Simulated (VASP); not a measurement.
The system is Pr2SbSe2.

```xyz
5
Lattice="3.7735 0.0000 0.0000 0.0000 3.7735 0.0000 0.0000 0.0000 12.3867" Properties=species:S:1:pos:R:3 pbc="T T T"
Pr    1.8867    1.8867    9.9155
Pr    1.8867    1.8867    2.4712
Sb    0.0000    0.0000    0.0000
Se    0.0000    0.0000    3.7673
Se    0.0000    0.0000    8.6195
```

The cell was built from a structure type or drawn by symmetry, and may not be a known phase.

Base run:

```yaml
Program: VASP 6.6.1
Functional: PBE
Potentials_or_basis: VASP PAW PBE potentials, release 64 (Pr_3, Sb, Se), 4f in core
Cutoff: 500 eV
k_mesh: 10 × 10 × 4
Occupations: gaussian, width 0.1 eV
Spin: no spin polarisation
```

Its results: band gap on the k mesh zero (an odd number of electrons rules out a gap without spin polarisation); pressure 0.1 GPa; largest force 0.018 eV/Å.

Problem. The run is repeated on the same cell with these changes: k mesh from 10 × 10 × 4 to 12 × 12 × 5; dispersion from none to D3(BJ). What comes out?

Solution. Band gap on the k mesh zero (an odd number of electrons rules out a gap without spin polarisation); pressure -1.4 GPa; largest force 0.052 eV/Å.

Several settings changed at once.

Caveats: spin-orbit coupling is left out, which moves the levels of the heavy elements; the 4f electrons are frozen in the core, so they carry no moment and show no levels; the run has no spin polarisation, though such a crystal can be magnetic; this functional lacks dispersion, which binds the layers, so the pressure and a relaxed spacing across them are unreliable (at least some runs).
